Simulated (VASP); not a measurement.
# MgO (Cm) in VASP: further runs

Runs on MgO. Level: PBE. Tasks: single point.

All numbers are computed with VASP 6.6.1; they aren't measurements. Logs are shortened: lines on timing, memory, paths and dates and some standing lists are left out, and cuts for length are marked.

### 1 The cell of the first run

Symmetry: Cm, No. 8, monoclinic system. The conventional cell has a = 10.445 Å, b = 3.521 Å, c = 6.099 Å, α = 90.00°, β = 125.73°, γ = 90.00°. Within 2.9 Å of Mg (site symmetry m) lie 5 O at 2.03 to 2.16 Å and 3 Mg at 2.78 to 2.83 Å. Within 2.6 Å of Mg (site symmetry m) lie 5 O at 1.96 to 2.28 Å. Mg (site symmetry m) has 5 O at 1.95 to 2.19 Å within 2.6 Å. Within 2.6 Å of Mg (site symmetry m) lie 5 O at 1.97 to 2.17 Å. O (site symmetry m) has 5 Mg at 1.95 to 2.08 Å within 2.6 Å. Within 3.0 Å of O (site symmetry m) lie 5 Mg at 2.10 to 2.28 Å and 6 O at 2.90 to 2.95 Å. Within 2.7 Å of O (site symmetry m) lie 5 Mg at 2.03 to 2.17 Å. Within 2.7 Å of O (site symmetry m) lie 5 Mg at 2.03 to 2.19 Å.

### 2 Single point, PBE (atoms displaced along several vibrational modes)

Input file INCAR:

```
SYSTEM = MgO
PREC = Accurate ; ENCUT = 520
EDIFF = 1E-7 ; ISMEAR = 0
SIGMA = 0.05 ; LREAL = .FALSE.
LASPH = .TRUE. ; NELM = 60
ALGO = Normal ; ISIF = 2
LWAVE = .FALSE. ; LCHARG = .FALSE.
GGA = PE ; NBANDS = 26
```

Input file KPOINTS:

```
regular mesh
0
G
  8 8 8
  0 0 0
```

Input file POSCAR:

```
MgO
1.0
    3.5213164963      0.0000000000      0.0000000000
    1.7606582482     -3.0495495405     -4.2393824239
    1.7606582481      3.0495495406     -4.2393824239
Mg O
4 4
Direct
    0.8663690331      0.4669643009      0.8002976329
    0.3892207778      0.9441125547      0.2774458896
    0.1277949051      0.5596945091      0.1847156808
    0.6277949059      0.0180490134      0.7263611749
    0.6207540986      0.7020881482      0.0564036547
    0.1207540985      0.2230703213      0.5354214817
    0.3719907793      0.2946758870      0.9613425544
    0.8695174178      0.7971492493      0.4638159151
```

Potentials or basis: VASP PAW PBE potentials, release 64 (Mg, O).

Launch:

```bash
$ cat potpaw_PBE.64/Mg/POTCAR potpaw_PBE.64/O/POTCAR > POTCAR
$ mpirun -np 1 vasp_std > vasp.out
```

OUTCAR:

```text
SYSTEM = MgO
   PREC = Accurate
   ENCUT = 520
   EDIFF = 1E-7
   ISMEAR = 0
   LREAL = .FALSE.
   LASPH = .TRUE.
   NELM = 60
   ISIF = 2
   GGA = PE

 ion  position               nearest neighbor table
   1  0.866  0.467  0.800-   8 2.03   7 2.03   7 2.03   5 2.08   6 2.16   4 2.78   3 2.83   3 2.83
                             4 3.05   4 3.05   3 3.09   2 3.53   2 3.53   2 3.53   2 3.53
   2  0.389  0.944  0.277-   5 1.96   7 2.04   8 2.04   8 2.04   6 2.28   4 2.78   3 2.83   3 2.83
                             4 3.05   4 3.05   3 3.09   1 3.53   1 3.53   1 3.53   1 3.53
   3  0.128  0.560  0.185-   5 1.95   5 1.95   7 2.07   6 2.10   8 2.19   2 2.83   2 2.83   1 2.83
                             1 2.83   1 3.09   2 3.09   4 3.30   4 3.30
   4  0.628  0.018  0.726-   5 1.97   8 2.05   6 2.14   6 2.14   7 2.17   1 2.78   2 2.78   2 3.05
                             2 3.05   1 3.05   1 3.05   3 3.30   3 3.30
   5  0.621  0.702  0.056-   3 1.95   3 1.95   2 1.96   4 1.97   1 2.08
   6  0.121  0.223  0.535-   3 2.10   4 2.14   4 2.14   1 2.16   2 2.28
   7  0.372  0.295  0.961-   1 2.03   1 2.03   2 2.04   3 2.07   4 2.17
   8  0.870  0.797  0.464-   1 2.03   2 2.04   2 2.04   4 2.05   3 2.19

  LATTYP: Found a body centered orthorhombic cell.
 ALAT       =     3.5213164963
 B/A-ratio  =     1.7320508076
 C/A-ratio  =     2.4078394705

  Lattice vectors:

 A1 = (  -1.7606582482,   3.0495495405,   4.2393824239)
 A2 = (   1.7606582482,  -3.0495495406,   4.2393824239)
 A3 = (   1.7606582481,   3.0495495406,  -4.2393824239)

Analysis of symmetry for initial positions (statically):
=====================================================================
 Subroutine PRICEL returns:
 Original cell was already a primitive cell.

 Routine SETGRP: Setting up the symmetry group for a
 body centered orthorhombic supercell.

 Subroutine GETGRP returns: Found  2 space group operations
 (whereof  2 operations were pure point group operations)
 out of a pool of  8 trial point group operations.

The static configuration has the point symmetry C_1h.

Analysis of symmetry for dynamics (positions and initial velocities):
=====================================================================
 Subroutine PRICEL returns:
 Original cell was already a primitive cell.

 Routine SETGRP: Setting up the symmetry group for a
 body centered orthorhombic supercell.

 Subroutine GETGRP returns: Found  2 space group operations
 (whereof  2 operations were pure point group operations)
 out of a pool of  8 trial point group operations.

The dynamic configuration has the point symmetry C_1h.

 Subroutine INISYM returns: Found  2 space group operations
 (whereof  2 operations are pure point group operations),
 and found     1 'primitive' translations

----------------------------------------------------------------------------------------

                                     Primitive cell

  volume of cell :      91.0486

  direct lattice vectors                    reciprocal lattice vectors
     3.521316496  0.000000000  0.000000000     0.283984697  0.000000000  0.117941707
     1.760658248 -3.049549541 -4.239382424     0.000000000 -0.163958642 -0.117941707
     1.760658248  3.049549541 -4.239382424     0.000000000  0.163958642 -0.117941707

  length of vectors
     3.521316496  5.511082761  5.511082761     0.307502121  0.201971984  0.201971984

  position of ions in fractional coordinates (direct lattice)
     0.866369033  0.466964301  0.800297633
     0.389220778  0.944112555  0.277445890
     0.127794905  0.559694509  0.184715681
     0.627794906  0.018049013  0.726361175
     0.620754099  0.702088148  0.056403655
     0.120754099  0.223070321  0.535421482
     0.371990779  0.294675887  0.961342554
     0.869517418  0.797149249  0.463815915

  ion indices of the primitive-cell ions
   primitive index   ion index
                 1           1
                 2           2
                 3           3
                 4           4
                 5           5
                 6           6
                 7           7
                 8           8

----------------------------------------------------------------------------------------

 KPOINTS: regular mesh

Automatic generation of k-mesh.
 Grid dimensions read from file:
 generate k-points for:    8    8    8

 Generating k-lattice:

  Cartesian coordinates                     Fractional coordinates (reciprocal lattice)
     0.035498087  0.000000000  0.014742713     0.125000000 -0.000000000  0.000000000
     0.000000000 -0.020494830 -0.014742713     0.000000000  0.125000000  0.000000000
     0.000000000  0.020494830 -0.014742713     0.000000000  0.000000000  0.125000000

  Length of vectors
     0.038437765  0.025246498  0.025246498

  Shift w.r.t. Gamma in fractional coordinates (k-lattice)
     0.000000000  0.000000000  0.000000000

 Subroutine IBZKPT returns following result:
 ===========================================

 Found    150 irreducible k-points:

 Following reciprocal coordinates:
            Coordinates               Weight
  0.000000  0.000000  0.000000      1.000000
  0.125000  0.000000  0.000000      4.000000
  0.250000  0.000000  0.000000      4.000000
  0.375000 -0.000000 -0.000000      4.000000
  0.500000  0.000000  0.000000      2.000000
  0.000000  0.125000  0.000000      2.000000
[... 16 lines left out ...]
  0.125000  0.250000 -0.000000      4.000000
 -0.125000 -0.000000 -0.250000      4.000000
 [... further k-points ...]
   k-points           NKPTS =    150   k-points in BZ     NKDIM =    150   number of bands    NBANDS=     26
   number of dos      NEDOS =    301   number of ions     NIONS =      8
   total plane-waves  NPLWV =  49392
   dimension x,y,z NGX =    28 NGY =   42 NGZ =   42
   dimension x,y,z NGXF=    56 NGYF=   84 NGZF=   84
   ions per type =               4   4
   NGX,Y,Z   is equivalent  to a cutoff of  13.22, 12.67, 12.67 a.u.
   NGXF,Y,Z  is equivalent  to a cutoff of  26.44, 25.34, 25.34 a.u.
 SYSTEM =  MgO
   PREC   = accura    normal or accurate (medium, high low for compatibility)
   ISTART =      0    job   : 0-new  1-cont  2-samecut
   ICHARG =      2    charge: 1-file 2-atom 10-const
   ISPIN  =      1    spin polarized calculation?
   LNONCOLLINEAR =      F non collinear calculations
   LSORBIT =      F    spin-orbit coupling
   LASPH  =      T    aspherical Exc in radial PAW
   ENCUT  =  520.0 eV  38.22 Ry    6.18 a.u.   6.55 10.25 10.25*2*pi/ulx,y,z
   NELM   =     60;   NELMIN=  2; NELMDL= -5     # of ELM steps
   EDIFF  = 0.1E-06   stopping-criterion for ELM
   LREAL  =      F    real-space projection
   EDIFFG = 0.1E-05   stopping-criterion for IOM
   NSW    =      0    number of steps for IOM
   IBRION =     -1    ionic relax: 0-MD 1-quasi-New 2-CG
   NFREE  =      0    steps in history (QN), initial steepest desc. (CG)
   ISIF   =      2    stress and relaxation
   ISYM   =      2    0-nonsym 1-usesym 2-fastsym
   POTIM  = 0.5000    time-step for ionic-motion
   TEBEG  =    0.0;   TEEND  =   0.0 temperature during run
   PSTRESS=    0.0 pullay stress
   NELECT =      32.0000    total number of electrons
   NUPDOWN=      -1.0000    fix difference up-down
   EMIN   =  10.00;   EMAX   =-10.00  energy-range for DOS
   EFERMI =   0.00;   METHOD = LEGACY
   ISMEAR =     0;   SIGMA  =   0.05  broadening in eV -4-tet -1-fermi 0-gaus
   EFERMI_NEDOS =   21; number of points for ismear=-14 and -15
   IALGO  =     38    algorithm
   IMIX   =      4    mixing-type and parameters
     AMIX     =   0.40;   BMIX     =  1.00
     AMIX_MAG =   1.60;   BMIX_MAG =  1.00
  volume/ion in A,a.u.               =      11.38        76.80
  Fermi-wavevector in a.u.,A,eV,Ry     =   1.155315  2.183229 18.160411  1.334753
  Thomas-Fermi vector in A             =   2.291944
   LORBIT       =      0    0 simple, 1 ext, 2 COOP (PROOUT), +10 PAW based schemes
   GGA     = PE    functional components
   LHFCALC =     F    Hartree Fock is set to
   AEXX    =    0.0000 exact exchange contribution
   IVDW    =     0    specifies the selected vdW correction
   LEPSILON=     F    determine dielectric tensor
   LRPA    =     F    only Hartree local field effects (RPA)
 non-spin polarized calculation
 Gauss-broadening in eV      SIGMA  =   0.05
  energy-cutoff  :      520.00
  volume of cell :       91.05
 maximum number of plane-waves:      2484
 NGX is ok and might be reduce to    28
   NGX = 13   NGY = 21   NGZ = 21

 number of electron      32.0000007 magnetization

 Free energy of the ion-electron system (eV)
  ---------------------------------------------------
  ext. energy  EPLUGINS =         0.00000000
  ---------------------------------------------------
  free energy    TOTEN  =       -46.71306551 eV

  energy without entropy =      -46.71306551  energy(sigma->0) =      -46.71306551

 E-fermi :   2.4612     XC(G=0):  -9.9273

 val. band max:        2.2501125621   @ k =   0.0000   0.0000   0.0000
 cond. band min:       4.8640789467   @ k =   0.0000   0.0000   0.0000
 fundamental gap:      2.6139663846
 Fermi energy:         2.4611504430

 k-point     1 :       0.0000    0.0000    0.0000
  band No.  band energies     occupation
      1     -15.5815      2.00000
      2     -14.2964      2.00000
      3     -14.0806      2.00000
      4     -12.9972      2.00000
      5      -2.5143      2.00000
      6      -2.1738      2.00000
[... 18 lines left out ...]
     25      14.2536      0.00000
     26      15.2837      0.00000

 k-point     2 :       0.1250    0.0000    0.0000
  band No.  band energies     occupation
      1     -15.5386      2.00000
      2     -14.2840      2.00000
      3     -14.0722      2.00000
      4     -13.0005      2.00000
      5      -2.4389      2.00000
      6      -2.0775      2.00000
[... 18 lines left out ...]
     25      14.3208      0.00000
[... 608 lines left out ...]
     25      14.3528      0.00000
     26      14.4913      0.00000

 k-point    24 :      -0.1250   -0.0000   -0.2500
  band No.  band energies     occupation
      1     -15.5127      2.00000
      2     -14.2743      2.00000
      3     -14.1074      2.00000
      4     -13.0186      2.00000
      5      -2.3370      2.00000
      6      -1.9810      2.00000
[... 18 lines left out ...]
     25      14.3262      0.00000
     26      14.5130      0.00000

 [... further k-points ...]

------------------------ aborting loop because EDIFF is reached ----------------------------------------

  FORCE on cell =-STRESS in cart. coord.  units (eV):
  Direction    XX          YY          ZZ          XY          YZ          ZX
  --------------------------------------------------------------------------------------
  -------------------------------------------------------------------------------------
  Total        0.9388599     -0.5481197      1.0819743      0.0000000      0.0275639     -0.0000000
  in kB       16.5210641     -9.6452311     19.0394401      0.0000000      0.4850407     -0.0000000
  external PRESSURE =       8.6384243 kB  Pullay stress =       0.0000000 kB

 VOLUME and BASIS-vectors are now :
 -----------------------------------------------------------------------------
  energy-cutoff  :      520.00
  volume of cell :       91.05
      direct lattice vectors                 reciprocal lattice vectors
     3.521316496  0.000000000  0.000000000     0.283984697  0.000000000  0.117941707
     1.760658248 -3.049549541 -4.239382424     0.000000000 -0.163958642 -0.117941707
     1.760658248  3.049549541 -4.239382424     0.000000000  0.163958642 -0.117941707

 POSITION                                       TOTAL-FORCE (eV/Angst)
 -----------------------------------------------------------------------------------
      5.28197      1.01652     -5.37241        -0.000000      0.082557      1.818588
      3.52132     -2.03303     -5.17865        -0.000000      0.103196     -2.457277
      1.76066     -1.14352     -3.15584        -0.000000      2.596620     -0.199565
      3.52132      2.16003     -3.15584         0.000000     -2.773121     -0.286859
      3.52132     -1.96905     -3.21554         0.000000     -0.861951      0.527960
      1.76066      0.95253     -3.21554        -0.000000      0.872522      0.090094
      3.52132      2.03303     -5.32474         0.000000     -0.004089      0.098333
      5.28197     -1.01652     -5.34571         0.000000     -0.015735      0.408725
 -----------------------------------------------------------------------------------
    total drift:                                0.000075      0.000024     -0.000487

  FREE ENERGIE OF THE ION-ELECTRON SYSTEM (eV)
  ---------------------------------------------------
  free  energy   TOTEN  =       -46.7130655097 eV

  energy  without entropy=      -46.7130655096  energy(sigma->0) =      -46.71306551
```

Run time: 3.2 min. Hardware: 1 thread of Intel Xeon 6975P-C (Granite Rapids), shared host; peak memory 0.41 GiB.

Results:

| Property | Result |
| --- | --- |
| Free energy | -46.7131 eV |
| Pressure | 0.9 GPa |
| Largest force | 2.788 eV/Å |
| Band gap on the k mesh | 2.61 eV |

Forces in eV/Å, atoms in the order of the input:
```
Mg   0.000  0.083  1.819
Mg   0.000  0.103 -2.457
Mg   0.000  2.597 -0.200
Mg   0.000 -2.773 -0.287
O    0.000 -0.862  0.528
O    0.000  0.873  0.090
O    0.000 -0.004  0.098
O    0.000 -0.016  0.409
```

Stress tensor (GPa, compression positive):
```
 1.65  0.00  0.00
 0.00 -0.96  0.05
 0.00  0.05  1.90
```

Caveat: the cell differs from its parent crystal (atoms displaced along several vibrational modes); forces of over 1 eV/Å act on the atoms, so gaps and moduli don't describe the material at rest.

### 3 Single point, PBE (atoms displaced along several vibrational modes)

Input file INCAR:

```
SYSTEM = MgO
PREC     = Accurate       ! precision mode
ENCUT    = 520            ! plane-wave cutoff, eV
EDIFF    = 1E-6           ! SCF threshold, eV
ISMEAR   = 0              ! smearing method
SIGMA    = 0.05           ! smearing width, eV
LREAL    = .FALSE.        ! projectors in reciprocal space
LASPH    = .TRUE.         ! aspherical terms in the spheres
NELM     = 60             ! most SCF steps
ALGO     = Normal         ! electronic algorithm
ISIF     = 2              ! what is computed and relaxed
LWAVE    = .FALSE.        ! write WAVECAR
LCHARG   = .FALSE.        ! write CHGCAR
GGA      = PE             ! functional
NBANDS   = 26             ! bands
```

KPOINTS is that of step 2.

Input file POSCAR:

```
MgO
1.0
    3.5213164963      0.0000000000      0.0000000000
    1.7606582482     -3.0495495405     -4.2393824239
    1.7606582481      3.0495495406     -4.2393824239
Mg O
4 4
Direct
    0.8691639386      0.4641693955      0.7975027274
    0.3920156833      0.9413176493      0.2746509841
    0.1305898105      0.5568996036      0.1819207753
    0.6305898113      0.0152541079      0.7235662694
    0.6165081971      0.7063340496      0.0606495561
    0.1165081970      0.2273162228      0.5396673831
    0.3677448779      0.2989217885      0.9655884558
    0.8652715163      0.8013951507      0.4680618166
```

Potentials or basis: VASP PAW PBE potentials, release 64 (Mg, O).

Launch:

```bash
$ cat potpaw_PBE.64/Mg/POTCAR potpaw_PBE.64/O/POTCAR > POTCAR
$ mpirun -np 1 vasp_std > vasp.out
```

It took 2.9 min on 1 thread of Intel Xeon 6975P-C (Granite Rapids), shared host; peak memory 0.41 GiB.

The run converged. Its results:

* Free energy: -46.6077 eV
* Pressure: 1.7 GPa
* Largest force: 2.948 eV/Å
* Band gap on the k mesh: 2.63 eV

Forces on the atoms (eV/Å):
```
Mg   0.000  0.070  1.560
Mg   0.000  0.107 -2.946
Mg   0.000  2.568 -0.447
Mg   0.000 -2.740 -0.624
O    0.000 -0.850  1.133
O    0.000  0.867  0.213
O    0.000  0.004  0.388
O    0.000 -0.025  0.723
```

Stress tensor (GPa, compression positive):
```
 1.33  0.00  0.00
 0.00 -1.25  0.10
 0.00  0.10  4.96
```

Levels at points of the mesh, in eV from the valence-band top:
```csv
k point,band 13,band 14,band 15,band 16,band 17,band 18,band 19,band 20
"(0.00, 0.00, 0.00)",-1.63,-0.60,-0.53,0.00,2.63,6.70,6.74,8.72
"(0.50, 0.00, 0.00)",-1.73,-1.03,-0.84,-0.36,5.77,6.79,8.14,8.53
"(0.00, 0.50, 0.00)",-1.60,-1.22,-0.43,-0.22,4.58,5.50,7.94,8.31
"(0.00, 0.00, 0.50)",-1.58,-1.18,-0.43,-0.22,4.60,5.48,7.94,8.29
"(0.50, 0.50, 0.00)",-1.74,-1.19,-0.63,-0.51,5.64,6.56,7.37,8.17
"(0.00, 0.50, 0.50)",-1.63,-1.31,-1.25,-0.32,5.24,5.66,6.89,8.25
```

Caveat: the cell differs from its parent crystal (atoms displaced along several vibrational modes); the stress differs along the axes, from -1 to 5 GPa; forces of over 1 eV/Å act on the atoms, so gaps and moduli don't describe the material at rest.
